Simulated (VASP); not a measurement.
# CuI (F-43m) in VASP: a series of runs

Runs on CuI. Level: r2SCAN. Tasks: phonons.

Program: VASP 6.6.1. These are calculated values, not measurements. Logs are shortened: lines on timing, memory, paths and dates and some standing lists are left out, and cuts for length are marked.

## Step 1: The cell of the first run

The structure is cubic, space group F-43m (No. 216). Conventional cell: a = 5.630 Å, b = 5.630 Å, c = 5.630 Å, α = 90.00°, β = 90.00°, γ = 90.00°. Cu (site symmetry -43m) has 4 I at 2.44 Å within 3.2 Å. I (site symmetry -43m) has 4 Cu at 2.44 Å within 3.2 Å.

## Step 2: Phonons, r2SCAN

Contents of INCAR:

```
  ALGO = Normal
  EDIFF = 1E-8
  ENCUT = 520
  IBRION = 6
  ISIF = 2
  ISMEAR = 0
  LASPH = T
  LCHARG = F
  LMIXTAU = T
  LREAL = F
  LWAVE = F
  METAGGA = R2SCAN
  NBANDS = 16
  NELM = 80
  NFREE = 2
  NSW = 1
  POTIM = 0.015
  PREC = Accurate
  SIGMA = 0.01
```

Contents of KPOINTS:

```
k-points
0
Gamma
  6 6 6
```

Contents of POSCAR:

```
CuI
1.0
    2.8150653620      2.8150653620      0.0000000000
   -2.8150653620      2.8150653620      0.0000000000
    0.0000000000      2.8150653620      2.8150653620
Cu I
1 1
Direct
    0.7500000000      0.2500000000      0.5000000000
    0.0000000000      0.0000000000      0.0000000000
```

Potentials or basis: VASP PAW PBE potentials, release 64 (Cu, I).

On the command line:

```bash
$ cat potpaw_PBE.64/Cu/POTCAR potpaw_PBE.64/I/POTCAR > POTCAR
$ mpirun -np 1 vasp_std > vasp.out
```

OUTCAR:

```text
EDIFF = 1E-8
   ENCUT = 520
   IBRION = 6
   ISIF = 2
   ISMEAR = 0
   LASPH = T
   LREAL = F
   METAGGA = R2SCAN
   NELM = 80
   NFREE = 2
   NSW = 1
   POTIM = 0.015
   PREC = Accurate

 ion  position               nearest neighbor table
   1  0.750  0.250  0.500-   2 2.44   2 2.44   2 2.44   2 2.44
   2  0.000  0.000  0.000-   1 2.44   1 2.44   1 2.44   1 2.44

  LATTYP: Found a face centered cubic cell.
 ALAT       =     5.6301307240

  Lattice vectors:

 A1 = (   0.0000000000,   2.8150653620,   2.8150653620)
 A2 = (   2.8150653620,   0.0000000000,   2.8150653620)
 A3 = (   2.8150653620,   2.8150653620,   0.0000000000)

Analysis of symmetry for initial positions (statically):
=====================================================================
 Subroutine PRICEL returns:
 Original cell was already a primitive cell.

 Routine SETGRP: Setting up the symmetry group for a
 face centered cubic supercell.

 Subroutine GETGRP returns: Found 24 space group operations
 (whereof 24 operations were pure point group operations)
 out of a pool of 48 trial point group operations.

The static configuration has the point symmetry T_d .

Analysis of symmetry for dynamics (positions and initial velocities):
=====================================================================
 Subroutine PRICEL returns:
 Original cell was already a primitive cell.

 Routine SETGRP: Setting up the symmetry group for a
 face centered cubic supercell.

 Subroutine GETGRP returns: Found 24 space group operations
 (whereof 24 operations were pure point group operations)
 out of a pool of 48 trial point group operations.

The dynamic configuration has the point symmetry T_d .

 Subroutine INISYM returns: Found 24 space group operations
 (whereof 24 operations are pure point group operations),
 and found     1 'primitive' translations

----------------------------------------------------------------------------------------

                                     Primitive cell

  volume of cell :      44.6165

  direct lattice vectors                    reciprocal lattice vectors
     2.815065362  2.815065362  0.000000000     0.177615769  0.177615769 -0.177615769
    -2.815065362  2.815065362  0.000000000    -0.177615769  0.177615769 -0.177615769
     0.000000000  2.815065362  2.815065362     0.000000000  0.000000000  0.355231539

  length of vectors
     3.981103614  3.981103614  3.981103614     0.307639537  0.307639537  0.355231539

  position of ions in fractional coordinates (direct lattice)
     0.750000000  0.250000000  0.500000000
     0.000000000  0.000000000  0.000000000

  ion indices of the primitive-cell ions
   primitive index   ion index
                 1           1
                 2           2

----------------------------------------------------------------------------------------

 KPOINTS: k-points

Automatic generation of k-mesh.
 Grid dimensions read from file:
 generate k-points for:    6    6    6

 Generating k-lattice:

  Cartesian coordinates                     Fractional coordinates (reciprocal lattice)
     0.029602628  0.029602628 -0.029602628     0.166666667  0.000000000  0.000000000
    -0.029602628  0.029602628 -0.029602628     0.000000000  0.166666667  0.000000000
     0.000000000  0.000000000  0.059205256     0.000000000  0.000000000  0.166666667

  Length of vectors
     0.051273256  0.051273256  0.059205256

  Shift w.r.t. Gamma in fractional coordinates (k-lattice)
     0.000000000  0.000000000  0.000000000

 Subroutine IBZKPT returns following result:
[... 41 lines left out ...]
   LREAL  =      F    real-space projection
   EDIFFG = 0.1E-06   stopping-criterion for IOM
   NSW    =     61    number of steps for IOM
   IBRION =      6    ionic relax: 0-MD 1-quasi-New 2-CG
   NFREE  =      2    steps in history (QN), initial steepest desc. (CG)
   ISIF   =      2    stress and relaxation
   ISYM   =      2    0-nonsym 1-usesym 2-fastsym
   POTIM  = 0.0150    time-step for ionic-motion
   TEBEG  =    0.0;   TEEND  =   0.0 temperature during run
   PSTRESS=    0.0 pullay stress
   NELECT =      18.0000    total number of electrons
   NUPDOWN=      -1.0000    fix difference up-down
   EMIN   =  10.00;   EMAX   =-10.00  energy-range for DOS
   EFERMI =   0.00;   METHOD = LEGACY
   ISMEAR =     0;   SIGMA  =   0.01  broadening in eV -4-tet -1-fermi 0-gaus
   EFERMI_NEDOS =   21; number of points for ismear=-14 and -15
   IALGO  =     38    algorithm
   IMIX   =      4    mixing-type and parameters
     AMIX     =   0.40;   BMIX     =  1.00
     AMIX_MAG =   1.60;   BMIX_MAG =  1.00
  volume/ion in A,a.u.               =      22.31       150.54
  Fermi-wavevector in a.u.,A,eV,Ry     =   1.209671  2.285946 19.909451  1.463303
  Thomas-Fermi vector in A             =   2.345241
   LORBIT       =      0    0 simple, 1 ext, 2 COOP (PROOUT), +10 PAW based schemes
   METAGGA = R2SCAN    functional components
   LHFCALC =     F    Hartree Fock is set to
   AEXX    =    0.0000 exact exchange contribution
   IVDW    =     0    specifies the selected vdW correction
   LEPSILON=     F    determine dielectric tensor
   LRPA    =     F    only Hartree local field effects (RPA)
 finite differences with symmetry
 non-spin polarized calculation
 Gauss-broadening in eV      SIGMA  =   0.01
  energy-cutoff  :      520.00
  volume of cell :       44.62
 maximum number of plane-waves:      1243
 NGX is ok and might be reduce to    30
   NGX = 15   NGY = 15   NGZ = 15

--------------------------------------- Ionic step        1  -------------------------------------------

 number of electron      18.0000014 magnetization

 Free energy of the ion-electron system (eV)
  ---------------------------------------------------
  ext. energy  EPLUGINS =         0.00000000
  ---------------------------------------------------
  free energy    TOTEN  =       -35.41333450 eV

  energy without entropy =      -35.41333450  energy(sigma->0) =      -35.41333450

------------------------ aborting loop because EDIFF is reached ----------------------------------------

  FORCE on cell =-STRESS in cart. coord.  units (eV):
  Direction    XX          YY          ZZ          XY          YZ          ZX
  --------------------------------------------------------------------------------------
  -------------------------------------------------------------------------------------
  Total        4.1306282      4.1306282      4.1306282      0.0000000     -0.0000000      0.0000000
  in kB      148.3307670    148.3307670    148.3307670      0.0000000     -0.0000000      0.0000000
  external PRESSURE =     148.3307670 kB  Pullay stress =       0.0000000 kB
[... 131 lines left out ...]
--------------------------------------- Ionic step        5  -------------------------------------------

 number of electron      18.0000013 magnetization

 Free energy of the ion-electron system (eV)
  ---------------------------------------------------
  ext. energy  EPLUGINS =         0.00000000
  ---------------------------------------------------
  free energy    TOTEN  =       -35.41256806 eV

  energy without entropy =      -35.41256806  energy(sigma->0) =      -35.41256806

 E-fermi :   7.1480     XC(G=0): -10.5905

 val. band max:        7.0132078022   @ k =   0.0000   0.0000   0.0000
 cond. band min:       9.3907068514   @ k =   0.0000   0.0000   0.0000
 fundamental gap:      2.3774990492
 Fermi energy:         7.1480245763

 k-point     1 :       0.0000    0.0000    0.0000
  band No.  band energies     occupation
      1      -8.9708      2.00000
      2       1.9508      2.00000
      3       1.9757      2.00000
      4       2.0012      2.00000
      5       4.0073      2.00000
      6       4.0078      2.00000
[... 433 lines left out ...]
      3       1.5756      2.00000
      4       2.0802      2.00000
      5       3.9675      2.00000
      6       4.0131      2.00000
[... 8 lines left out ...]
     15      17.8084      0.00000
     16      19.3590      0.00000

 [... further k-points ...]

------------------------ aborting loop because EDIFF is reached ----------------------------------------

  FORCE on cell =-STRESS in cart. coord.  units (eV):
  Direction    XX          YY          ZZ          XY          YZ          ZX
  --------------------------------------------------------------------------------------
  -------------------------------------------------------------------------------------
  Total        4.1317345      4.1348327      4.1348327      0.0000000      0.1719203      0.0000000
  in kB      148.3704943    148.4817505    148.4817505      0.0000000      6.1736552      0.0000000
  external PRESSURE =     148.4446651 kB  Pullay stress =       0.0000000 kB
[... 17 lines left out ...]
  FREE ENERGIE OF THE ION-ELECTRON SYSTEM (eV)
  ---------------------------------------------------
  free  energy   TOTEN  =       -35.4125680625 eV

  energy  without entropy=      -35.4125680625  energy(sigma->0) =      -35.41256806

 INTERNAL STRAIN TENSORS FROM DISPLACED ATOMS
 ============================================

 INTERNAL STRAIN TENSOR FOR ION    1 for displacements in x,y,z  (eV/Angst):
          X           Y           Z          XY          YZ          ZX
  --------------------------------------------------------------------------------
  x     0.00000     0.00000     0.00000     0.00000    11.25574     0.00000
  y     0.00000     0.00000     0.00000     0.00000     0.00000    11.25574
  z     0.00000     0.00000     0.00000    11.25574     0.00000     0.00000

 INTERNAL STRAIN TENSOR FOR ION    2 for displacements in x,y,z  (eV/Angst):
          X           Y           Z          XY          YZ          ZX
  --------------------------------------------------------------------------------
  x     0.00000     0.00000     0.00000     0.00000   -11.48429     0.00000
  y     0.00000     0.00000     0.00000     0.00000     0.00000   -11.48429
  z     0.00000     0.00000     0.00000   -11.48429     0.00000     0.00000

 Eigenvectors and eigenvalues of the dynamical matrix
 ----------------------------------------------------

   1 f  =    6.320258 THz    39.711352 2PiTHz  210.821114 cm-1    26.138475 meV
             X         Y         Z           dx          dy          dz
      1.407533  4.222598  1.407533     0.816948    0.000000    0.000000
      0.000000  0.000000  0.000000    -0.576712   -0.000000    0.000000
[... 21 lines left out ...]
   6 f/i=    0.007146 THz     0.044900 2PiTHz    0.238367 cm-1     0.029554 meV
             X         Y         Z           dx          dy          dz
      1.407533  4.222598  1.407533     0.483120    0.314947   -0.000000
      0.000000  0.000000  0.000000     0.684369    0.446142    0.000000

 ELASTIC MODULI CONTR FROM IONIC RELAXATION (kBar)
 Direction    XX          YY          ZZ          XY          YZ          ZX
 --------------------------------------------------------------------------------
 XX           0.0000      0.0000      0.0000      0.0000      0.0000      0.0000
 YY           0.0000      0.0000      0.0000      0.0000      0.0000      0.0000
 ZZ           0.0000      0.0000      0.0000      0.0000      0.0000      0.0000
 XY           0.0000      0.0000      0.0000   -671.3080      0.0000     -0.0000
 YZ           0.0000      0.0000      0.0000      0.0000   -671.3080      0.0000
 ZX           0.0000      0.0000      0.0000     -0.0000      0.0000   -671.3080
 --------------------------------------------------------------------------------
```

Wall time 10 min (1 thread of Intel Xeon Platinum 8375C at 2.90GHz (Ice Lake), shared host); peak memory 0.2 GiB.

Results:

```
Highest phonon frequency at Γ, LO-TO splitting left out : 211 cm⁻¹
```

Phonon frequencies in cm⁻¹ (negative: imaginary):
```
              q point        frequencies
(0.000, 0.000, 0.000)  0 0 0 211 211 211
```

Caveat: the cell stands under pressure or tension, which shifts response properties; the PAW data sets were made with another functional, which shifts forces and pressure a little; spin-orbit coupling is left out, which moves the levels of the heavy elements.

(Part 1 of 2 ends here.)
